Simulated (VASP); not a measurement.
A run of VASP 6.6.1:

Contents of INCAR:

```
  PREC = Accurate
  ENCUT = 520
  EDIFF = 1E-7
  ISMEAR = 0
  SIGMA = 0.02
  LREAL = False
  LASPH = True
  NELM = 100
  ALGO = Normal
  ISIF = 2
  LWAVE = False
  LCHARG = False
  GGA = PE
  IVDW = 12
  NBANDS = 15
```

Contents of KPOINTS:

```
regular mesh
0
Gamma
  12 12 12
```

POSCAR

```
SiO2
1.0
    1.3410317087      0.7742450180      4.4517062670
   -1.3410317087      0.7742450180      4.4517062670
    0.0000000000     -1.5484900360      4.4517062670
Si O
1 2
Direct
    0.5000000000      0.5000000000      0.5000000000
    0.7648752520      0.7648752520      0.7648752520
    0.2351247480      0.2351247480      0.2351247480
```

Potentials or basis: VASP PAW PBE potentials, release 64 (Si, O).

Run with:

```console
$ cat potpaw_PBE.64/Si/POTCAR potpaw_PBE.64/O/POTCAR > POTCAR
$ mpirun -np 1 vasp_std > vasp.out
```

Hardware: 1 thread of Intel(R) Xeon(R) Platinum 8175M CPU @ 2.50GHz (Skylake/Cascade Lake), on a shared host.

Estimate the wall time of this run.

It took 2.5 min on 1 thread of Intel(R) Xeon(R) Platinum 8175M CPU @ 2.50GHz (Skylake/Cascade Lake), with other jobs on the host, peak memory 0.24 GiB. Counts: scf iterations 14, k points 189.
